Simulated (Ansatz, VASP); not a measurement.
Two plane-wave programs on CuSb

```xyz
2
Lattice="0.0000 2.7115 2.7115 2.7115 0.0000 2.7115 2.7115 2.7115 0.0000" Properties=species:S:1:pos:R:3 pbc="T T T"
Cu    2.7115    2.7115    2.7115
Sb    0.0000    0.0000    0.0000
```

Alike in both runs: task single point; functional PBE; k mesh 6 × 6 × 6; occupations gaussian, width 0.05 eV; no spin polarisation.

```csv
,VASP,Ansatz
version,VASP 6.6.1,Ansatz 0.2.0
potentials or method,"VASP PAW PBE potentials, release 64 (Cu, Sb), cutoff 520 eV","scalar-relativistic, plane waves, PAW"
valence electrons in the cell,16,34
```

```tsv
	VASP	Ansatz	Ansatz less VASP
gap on the k mesh at the Fermi level (eV)	none	none	-
pressure (GPa)	0.2	0.0	-0.16
```

A gap of «none» marks a metal or a gap that the smearing closes. With one functional, cell and mesh, what is left measures potentials, basis and numerics. VASP's potentials hold 16 valence electrons a cell and Ansatz's 34, so a difference there can come from the potentials and not from the codes.

Spin-orbit coupling is off throughout.
